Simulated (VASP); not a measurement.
Input of a VASP 6.6.1 run:

INCAR

```
ALGO = Normal
EDIFF = 1E-6
ENCUT = 520
ISIF = 2
ISMEAR = 1
LASPH = T
LCHARG = T
LELF = T
LREAL = F
LVHAR = T
LWAVE = F
NBANDS = 19
NELM = 100
PREC = Accurate
SIGMA = 0.01
```

The input KPOINTS:

```
k-points
0
Gamma
  4 4 4
```

Contents of POSCAR:

```
Li3SCl
1.0
    4.4731102009      0.0000000000      0.0000000000
    0.0000000000      4.4731102009      0.0000000000
    0.0000000000      0.0000000000      4.4731102009
Cl S Li
1 1 3
Direct
    0.0000000000      0.0000000000      0.0000000000
    0.5000000000      0.5000000000      0.5000000000
    0.5000000000      0.5000000000      0.0000000000
    0.0000000000      0.5000000000      0.5000000000
    0.5000000000      0.0000000000      0.5000000000
```

Potentials or basis: VASP PAW LDA potentials, release 64 (Cl, S, Li_sv).

Launch:

```console
$ cat potpaw_LDA.64/Cl/POTCAR potpaw_LDA.64/S/POTCAR potpaw_LDA.64/Li_sv/POTCAR > POTCAR
$ mpirun -np 1 vasp_std > vasp.out
```

(1) Estimate the band gap on the k mesh.

Results:

(1) 3.80 eV.
